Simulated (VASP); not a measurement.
## Ta4Ti: single point with PBE

The system is Ta4Ti.

```
CELL_PARAMETERS angstrom
-2.97684 2.97684 2.97684
2.97684 -2.97684 2.97684
2.97684 2.97684 -2.97684
ATOMIC_POSITIONS crystal
Ti 0.00000 0.00000 0.00000
Ta 0.00000 0.00000 0.50000
Ta 0.50000 0.00000 0.00000
Ta 0.00000 0.50000 0.00000
Ta 0.50000 0.50000 0.50000
```

The cell was built from a structure type or drawn by symmetry, and may not be a known phase.

```
Program                : VASP 6.6.1
Task                   : single point
Functional             : PBE
Potentials or basis    : VASP PAW PBE potentials, release 64 (Ti_sv, Ta_pv)
Cutoff                 : 520 eV
k mesh                 : 10 × 10 × 10
Occupations            : gaussian, width 0.1 eV
Spin                   : no spin polarisation
Dipole correction      : no
Further INCAR settings : ALGO = Fast; EDIFF = 1e-06; NBANDS = 36
```

```
Pressure               : -0.1 GPa
Band gap on the k mesh : zero (bands 28 and 29 overlap by 1.50 eV)
```

Levels at points of the mesh, in eV from the Fermi level:
| k point | band 26 | band 27 | band 28 | band 29 | band 30 | band 31 |
| --- | --- | --- | --- | --- | --- | --- |
| (0.00, 0.00, 0.00) | 0.44 | 0.44 | 0.44 | 2.45 | 2.45 | 2.46 |
| (0.50, 0.00, 0.00) | -0.35 | -0.26 | -0.23 | -0.06 | 0.01 | 0.45 |
| (0.50, 0.50, 0.50) | -1.17 | -1.17 | -0.47 | 1.29 | 1.29 | 1.29 |

Run time: 3.6 min on 1 thread of Intel(R) Xeon(R) 6975P-C (Granite Rapids), with other jobs on the host, peak memory 0.34 GiB.

Caveat: spin-orbit coupling is left out, which moves the levels of the heavy elements.
